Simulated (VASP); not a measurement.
Crystal: NbTe.

```xyz
2
Lattice="3.7275 0.0000 0.0000 -1.8637 3.2281 0.0000 0.0000 0.0000 3.7187" Properties=species:S:1:pos:R:3 pbc="T T T"
Te    1.8637    1.0760    0.0000
Nb    0.0000    0.0000    1.8593
```

Base run:

```yaml
Program: VASP 6.6.1
Functional: r2SCAN
Potentials_or_basis: VASP PAW PBE potentials, release 64 (Te, Nb_sv)
Cutoff: 520 eV
k_mesh: 8 × 8 × 7
Occupations: fermi-dirac, width 0.05 eV
Spin: no spin polarisation
```

Its results: pressure -3.9 GPa.

Problem. After a change of settings the same cell gave: pressure -9.5 GPa. Which change was it?
A. functional from r2SCAN to LDA; potentials or basis from VASP PAW PBE potentials, release 64 (Te, Nb_sv) to VASP PAW LDA potentials, release 64 (Te, Nb_sv)
B. functional from r2SCAN to PBEsol
C. functional from r2SCAN to PBEsol; further incar settings from ALGO = Normal; EDIFF = 1e-06; NBANDS = 16 to ALGO = Normal; EDIFF = 1e-07; NBANDS = 16

Solution. A.

Caveats: the PAW data sets were made with another functional, which shifts forces and pressure a little (some runs).
